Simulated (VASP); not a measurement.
Input of a VASP 6.6.1 run:

INCAR

```
ALGO = Normal ; EDIFF = 1E-6
ENCUT = 600 ; GGA = PE
GGA_COMPAT = False ; ISIF = 2
ISMEAR = -1 ; LASPH = True
LCHARG = False ; LREAL = False
LWAVE = False ; NBANDS = 16
NELM = 120 ; PREC = Accurate
SIGMA = 0.02
```

Contents of KPOINTS:

```
k-points
0
Gamma
  6 6 6
```

POSCAR

```
CuF
1.0
    2.7384616615      0.0000000000      0.0000000000
    0.0000000000      2.7384616615      0.0000000000
    0.0000000000      0.0000000000      2.7384616615
Cu F
1 1
Direct
    0.0000000000      0.0000000000      0.0000000000
    0.5000000000      0.5000000000      0.5000000000
```

Potentials or basis: VASP PAW PBE potentials, release 64 (Cu, F).

Run with:

```bash
$ cat potpaw_PBE.64/Cu/POTCAR potpaw_PBE.64/F/POTCAR > POTCAR
$ mpirun -np 1 vasp_std > vasp.out
```

(1) Estimate the pressure.

(2) Estimate the band gap on the k mesh.

## Answers

(1) 6.4 GPa.

(2) zero (band 9 reaches 5.01 eV, above the bottom of band 10 at 4.65 eV).

Caveat: the k points lie up to 0.38 Å⁻¹ apart; semilocal functionals often make such compounds metallic where correlation or magnetic order opens a gap, which also shifts bond lengths.
